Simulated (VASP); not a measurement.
# B3As2 (P6/mmm) in VASP: notebook, part 2 of 2

VASP 6.6.1. Earlier steps stand in the parts before.

### 4 Relaxation of cell and atoms, PBE

File INCAR:

```
SYSTEM = B3As2
PREC     = Accurate       ! precision mode
ENCUT    = 600            ! plane-wave cutoff, eV
EDIFF    = 1E-6           ! SCF threshold, eV
ISMEAR   = 0              ! smearing method
SIGMA    = 0.1            ! smearing width, eV
LREAL    = .False.        ! projectors in reciprocal space
LASPH    = .True.         ! aspherical terms in the spheres
NELM     = 80             ! most SCF steps
ALGO     = Normal         ! electronic algorithm
ISIF     = 3              ! what is computed and relaxed
LWAVE    = .False.        ! write WAVECAR
LCHARG   = .False.        ! write CHGCAR
GGA      = PE             ! functional
IBRION   = 2              ! ionic algorithm
NSW      = 90             ! ionic steps
EDIFFG   = -0.04          ! ionic threshold
```

File KPOINTS:

```
Automatic mesh
0
Gamma
  6 6 4
  0 0 0
```

File POSCAR:

```
B3As2
1.0
    4.5689512400      0.0000000000      0.0000000000
   -2.2844756200      3.9568278500      0.0000000000
    0.0000000000      0.0000000000      4.2872838700
B As
3 2
Direct
    0.0000000000      0.0000000000      0.1711158600
    0.0000000000      0.0000000000      0.8288841400
    0.0000000000      0.0000000000      0.5000000000
    0.3333333300      0.6666666700      0.0000000000
    0.6666666700      0.3333333300      0.0000000000
```

Potentials or basis: VASP PAW PBE potentials, release 64 (B, As).

Started as:

```bash
cat potpaw_PBE.64/B/POTCAR potpaw_PBE.64/As/POTCAR > POTCAR
mpirun -np 1 vasp_std > vasp.out
```

OUTCAR:

```text
SYSTEM = B3As2
   PREC = Accurate
   ENCUT = 600
   EDIFF = 1E-6
   ISMEAR = 0
   LREAL = .False.
   LASPH = .True.
   NELM = 80
   ISIF = 3
   GGA = PE
   IBRION = 2
   NSW = 90
   EDIFFG = -0.04

 ion  position               nearest neighbor table
   1  0.000  0.000  0.171-   3 1.41   2 1.47
   2  0.000  0.000  0.829-   3 1.41   1 1.47
   3  0.000  0.000  0.500-   1 1.41   2 1.41
   4  0.333  0.667  0.000-   5 2.64   5 2.64   5 2.64
   5  0.667  0.333  0.000-   4 2.64   4 2.64   4 2.64

  LATTYP: Found a hexagonal cell.
 ALAT       =     4.5689512400
 C/A-ratio  =     0.9383518547

  Lattice vectors:

 A1 = (   4.5689512400,   0.0000000000,   0.0000000000)
 A2 = (  -2.2844756200,   3.9568278500,   0.0000000000)
 A3 = (   0.0000000000,   0.0000000000,   4.2872838700)

[... 296 lines left out ...]

 number of electron      18.9999999 magnetization

------------------------ aborting loop because EDIFF is reached ----------------------------------------
[... 73 lines left out ...]
--------------------------------------- Ionic step       11  -------------------------------------------

 number of electron      18.9999999 magnetization

 Free energy of the ion-electron system (eV)
  ---------------------------------------------------
  ext. energy  EPLUGINS =         0.00000000
  ---------------------------------------------------
  free energy    TOTEN  =       -24.71381465 eV

  energy without entropy =      -24.70356377  energy(sigma->0) =      -24.70868921

 E-fermi :   3.1475     XC(G=0):  -9.3100

 val. band max:        3.1127209960   @ k =   0.1667   0.1667   0.2500
 cond. band min:       3.1602000710   @ k =   0.5000   0.0000   0.2500
 fundamental gap:      0.0474790750
 Fermi energy:         3.1475401817

 k-point     1 :       0.0000    0.0000    0.0000
  band No.  band energies     occupation
      1     -10.9931      2.00000
      2      -4.6687      2.00000
      3      -4.0692      2.00000
      4      -3.2064      2.00000
      5      -2.2978      2.00000
      6      -0.6537      2.00000
      7      -0.6537      2.00000
      8      -0.5982      2.00000
      9      -0.5982      2.00000
     10       1.9058      2.00000
     11       5.3026      0.00000
     12       6.0048      0.00000
     13       6.0048      0.00000
[... 350 lines left out ...]
  FREE ENERGIE OF THE ION-ELECTRON SYSTEM (eV)
  ---------------------------------------------------
  free  energy   TOTEN  =       -24.7138146536 eV

  energy  without entropy=      -24.7035637718  energy(sigma->0) =      -24.70868921

 reached required accuracy - stopping structural energy minimisation
```

OSZICAR:

```text
N       E                     dE             d eps       ncg     rms          rms(c)
DAV:   1     0.613070361224E+02    0.61307E+02   -0.82024E+03   546   0.133E+03
DAV:   2    -0.255661936803E+02   -0.86873E+02   -0.83331E+02   696   0.201E+02
DAV:   3    -0.307318030989E+02   -0.51656E+01   -0.50648E+01   681   0.495E+01
[... 101 lines left out ...]
DAV:   1    -0.247142682976E+02   -0.10091E-02   -0.17437E-02   556   0.948E-01    0.101E-01
DAV:   2    -0.247139001680E+02    0.36813E-03   -0.13612E-03   679   0.242E-01    0.536E-02
DAV:   3    -0.247138347353E+02    0.65433E-04   -0.12501E-04   561   0.789E-02    0.255E-02
DAV:   4    -0.247138147357E+02    0.20000E-04   -0.45662E-05   604   0.408E-02    0.412E-03
DAV:   5    -0.247138146536E+02    0.82171E-07   -0.25067E-06   416   0.113E-02
  11 F= -.24713815E+02 E0= -.24708689E+02  d E =-.555084E-03
```

CONTCAR:

```text
B3As2
   1.00000000000000
     4.5501038459972065   -0.0000000000000000   -0.0000000000000000
    -2.2750519229986033    3.9405055279057901    0.0000000000000000
    -0.0000000000000000   -0.0000000000000000    4.7158980144155445
  B               As
     3     2
Direct
     0.0000000000000000    0.0000000000000000    0.1690860743482095
     0.0000000000000000    0.0000000000000000    0.8309139256517906
     0.0000000000000000    0.0000000000000000    0.5000000000000000
     0.3333333300000021    0.6666666699999979    0.0000000000000000
     0.6666666699999979    0.3333333300000021    0.0000000000000000

  0.00000000E+00  0.00000000E+00  0.00000000E+00
  0.00000000E+00  0.00000000E+00  0.00000000E+00
  0.00000000E+00  0.00000000E+00  0.00000000E+00
  0.00000000E+00  0.00000000E+00  0.00000000E+00
  0.00000000E+00  0.00000000E+00  0.00000000E+00
```

Run time: 97 s. Hardware: 1 thread of Intel Xeon 6975P-C (Granite Rapids), shared host; peak memory 0.24 GiB.

Results:

```yaml
Free_energy: -24.7138 eV
Relaxed_volume: 16.91 Å³/atom
Relaxed_cell: a = 4.550 Å, b = 4.550 Å, c = 4.716 Å, α = 90.00°, β = 90.00°, γ = 120.00°
Space_group_after_relaxing_to_0.05_Å: P6/mmm (No. 191)
Energy_gained_by_relaxing: 215.4 meV/atom
Ionic_steps: 11
Pressure_after_relaxing: -0.1 GPa
Largest_force_after_relaxing: 0.006 eV/Å
```

Forces in eV/Å, atoms in the order of the input:
```
B    0.000  0.000 -0.006
B    0.000  0.000  0.006
B    0.000  0.000  0.000
As   0.000  0.000  0.000
As   0.000  0.000  0.000
```

The path:
```
step  energy change (eV)  largest force (eV/Å)  pressure (GPa)  volume (Å³)
   1              0.0000                1.8563           15.79        77.51
   2              0.3270                4.0816           -8.56        94.60
   3             -0.9395                3.3130            0.81        84.64
   4             -0.9429                3.2228            1.28        84.33
   5             -0.5668                3.4716           -4.54        89.08
   6             -1.0698                0.0080           -1.42        85.73
   7             -1.0712                0.1989           -1.23        85.61
   8             -1.0713                0.2696           -1.17        85.57
   9             -1.0739                0.1921            0.46        84.27
  10             -1.0763                0.0027           -0.22        84.79
  11             -1.0768                0.0057           -0.07        84.55
```

Final structure:
```
B As
1.0
     4.55010    0.00000    0.00000
    -2.27505    3.94051    0.00000
     0.00000    0.00000    4.71590
B As
3 2
Direct
  0.00000 0.00000 0.16909
  0.00000 0.00000 0.83091
  0.00000 0.00000 0.50000
  0.33333 0.66667 0.00000
  0.66667 0.33333 0.00000
```

Caveat: the k points lie up to 0.33 Å⁻¹ apart in the final cell.

### 5 Single point, PBE

This run uses another cell than the first one, of 17.18 Å³/atom, 1.108 times its volume.

File INCAR:

```
PREC = Accurate ; ENCUT = 520
EDIFF = 1E-6 ; ISMEAR = 0
SIGMA = 0.1 ; LREAL = False
LASPH = True ; NELM = 80
ALGO = Normal ; ISIF = 2
LWAVE = False ; LCHARG = False
GGA = PE ; NBANDS = 18
```

File KPOINTS:

```
regular mesh
0
Gamma
  12 12 8
```

File POSCAR:

```
B3As2
1.0
    4.5880626098      0.0000000000      0.0000000000
   -2.2940313049      3.9733787742      0.0000000000
    0.0000000000      0.0000000000      4.7117758187
B As
3 2
Direct
    0.0000000000      0.0000000000      0.1676702727
    0.0000000000      0.0000000000      0.8323297273
    0.0000000000      0.0000000000      0.5000000000
    0.3333333333      0.6666666667      0.0000000000
    0.6666666667      0.3333333333      0.0000000000
```

Started as:

```bash
cat potpaw_PBE.64/B/POTCAR potpaw_PBE.64/As/POTCAR > POTCAR
mpirun -np 1 vasp_std > vasp.out
```

Run time: 52 s. Hardware: 1 thread of Intel Xeon 6975P-C (Granite Rapids), shared host; peak memory 0.28 GiB.

It converged, with:

```
Free energy   : -24.6501 eV
Pressure      : 0.0 GPa
Largest force : 0.005 eV/Å
```

Forces on the atoms (eV/Å):
```
B    0.000  0.000 -0.005
B    0.000  0.000  0.005
B    0.000  0.000  0.000
As   0.000  0.000  0.000
As   0.000  0.000  0.000
```

Stress tensor (GPa, compression positive):
```
 0.06  0.00  0.00
 0.00  0.06  0.00
 0.00  0.00 -0.06
```

Levels at points of the mesh, in eV from the Fermi level:
| k point | band 8 | band 9 | band 10 | band 11 | band 12 | band 13 |
| --- | --- | --- | --- | --- | --- | --- |
| (0.00, 0.00, 0.00) | -3.54 | -3.54 | -1.15 | 2.17 | 2.89 | 2.89 |
| (0.50, 0.00, 0.00) | -0.96 | 0.25 | 0.57 | 0.73 | 2.40 | 3.02 |
| (0.00, 0.00, 0.50) | -3.01 | -3.01 | -1.99 | -0.26 | -0.26 | 1.60 |
| (0.50, 0.00, 0.50) | -0.66 | -0.54 | 0.77 | 0.79 | 2.31 | 2.40 |

### 6 Relaxation of cell and atoms, PBE

This run uses another cell than the first one, of 16.85 Å³/atom, 1.087 times its volume.

File INCAR:

```
  PREC = Accurate
  ENCUT = 600
  EDIFF = 1E-6
  ISMEAR = 0
  SIGMA = 0.1
  LREAL = False
  LASPH = True
  NELM = 80
  ALGO = Normal
  ISIF = 3
  LWAVE = False
  LCHARG = False
  GGA = PE
  IBRION = 2
  NSW = 100
  EDIFFG = -0.01
```

KPOINTS is that of step 5.

File POSCAR:

```
B3As2
1.0
    4.5435777774      0.0000000000      0.0000000000
   -2.2717888887      3.9348537793      0.0000000000
    0.0000000000      0.0000000000      4.7135445997
B As
3 2
Direct
    0.0000000000      0.0000000000      0.1690955809
    0.0000000000      0.0000000000      0.8309044191
    0.0000000000      0.0000000000      0.5000000000
    0.3333333333      0.6666666667      0.0000000000
    0.6666666667      0.3333333333      0.0000000000
```

Potentials or basis: VASP PAW PBE potentials, release 64 (B, As).

Started as:

```bash
cat potpaw_PBE.64/B/POTCAR potpaw_PBE.64/As/POTCAR > POTCAR
mpirun -np 1 vasp_std > vasp.out
```

Wall time 4.6 min (1 thread of Intel Xeon 6975P-C, shared host); peak memory 0.32 GiB.

Results (log left out):

* Free energy: -24.6522 eV
* Relaxed volume: 17.18 Å³/atom
* Relaxed cell: a = 4.589 Å, b = 4.589 Å, c = 4.710 Å, α = 90.00°, β = 90.00°, γ = 120.00°
* Space group after relaxing (to 0.05 Å): P6/mmm (No. 191)
* Energy gained by relaxing: 2.4 meV/atom
* Ionic steps: 5
* Pressure after relaxing: 0.0 GPa
* Largest force after relaxing: 0.005 eV/Å

Forces on the atoms (eV/Å):
```
B    0.000  0.000 -0.005
B    0.000  0.000  0.005
B    0.000  0.000  0.000
As   0.000  0.000  0.000
As   0.000  0.000  0.000
```

Step by step:
```
step  energy change (eV)  largest force (eV/Å)  pressure (GPa)  volume (Å³)
   1              0.0000                0.4144            1.17        84.27
   2              0.0008                0.9847            0.19        85.78
   3             -0.0084                0.2527            0.66        85.01
   4             -0.0116                0.1153           -0.22        86.28
   5             -0.0122                0.0047            0.03        85.90
```

Final structure:
```
CELL_PARAMETERS angstrom
4.58902 0.00000 0.00000
-2.29451 3.97421 0.00000
0.00000 0.00000 4.71008
ATOMIC_POSITIONS crystal
B 0.00000 0.00000 0.16767
B 0.00000 0.00000 0.83233
B 0.00000 0.00000 0.50000
As 0.33333 0.66667 0.00000
As 0.66667 0.33333 0.00000
```

Levels at points of the mesh, in eV from the Fermi level:
```
           k point  band 6  band 7  band 8  band 9  band 10  band 11  band 12  band 13
(0.00, 0.00, 0.00)   -3.64   -3.64   -3.54   -3.54    -1.15     2.17     2.89     2.89
(0.50, 0.00, 0.00)   -5.66   -2.00   -0.96    0.25     0.57     0.73     2.40     3.03
(0.00, 0.00, 0.50)   -3.46   -3.46   -3.01   -3.01    -1.99    -0.26    -0.26     1.60
(0.50, 0.00, 0.50)   -3.62   -3.57   -0.66   -0.54     0.77     0.78     2.31     2.40
```

### 7 The runs side by side

```tsv
task	cell	k mesh	cutoff (eV)	gap on the mesh (eV)	pressure (GPa)	relaxed volume (Å³/atom)	largest force (eV/Å)
single point	a = 4.569, b = 4.569, c = 4.287 Å, angles 90.0, 90.0, 120.0°, 5 atoms	6 × 6 × 4	520	none	15.8	-	1.85
single point	a = 4.544, b = 4.544, c = 4.714 Å, angles 90.0, 90.0, 120.0°, 5 atoms	6 × 6 × 4	520	none	0.2	-	-
relaxation of cell and atoms	relaxed from a = 4.569, b = 4.569, c = 4.287 Å, angles 90.0, 90.0, 120.0°, 5 atoms	6 × 6 × 4	600	none	-0.1	16.91	0.01
single point	a = 4.588, b = 4.588, c = 4.712 Å, angles 90.0, 90.0, 120.0°, 5 atoms	12 × 12 × 8	520	none	0.0	-	0.01
relaxation of cell and atoms	relaxed from a = 4.544, b = 4.544, c = 4.714 Å, angles 90.0, 90.0, 120.0°, 5 atoms	12 × 12 × 8	600	none	0.0	17.18	-
```

Alike in all rows: level PBE; potentials or basis VASP PAW PBE potentials, release 64 (B, As); no spin polarisation; smearing gaussian 0.1 eV.

Caveats: some runs use coarse meshes; forces of over 1 eV/Å act on the atoms, so gaps and moduli don't describe the material at rest (some runs).

Total energies depend on the potentials used, so only differences within one code and one set of settings carry meaning.
